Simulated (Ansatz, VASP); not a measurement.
# Zr: VASP beside Ansatz

```
Zr
1.0
    -1.81000    1.81000    1.75570
     1.81000   -1.81000    1.75570
     1.81000    1.81000   -1.75570
Zr
1
Cartesian
  0.0000 0.0000 0.0000
```

Change from the starting cell: zz strain of -3 %.

Alike in both runs: task single point; functional PBE; k mesh 14 × 14 × 14; occupations fermi-dirac, width 0.08 eV; no spin polarisation.

```csv
,VASP,Ansatz
version,VASP 6.6.1,Ansatz 0.2.0
potentials or method,"VASP PAW PBE potentials, release 64 (Zr_sv), cutoff 520 eV","all-electron LAPW, scalar-relativistic"
```

|  | VASP | Ansatz | Ansatz less VASP |
| --- | --- | --- | --- |
| pressure (GPa) | -0.5 | -0.5 | -0.01 |
| traceless stress, the component that is largest in VASP (GPa) | -0.24 | -0.24 | +0.002 |

Ansatz ran all-electron here, and VASP with PAW potentials.
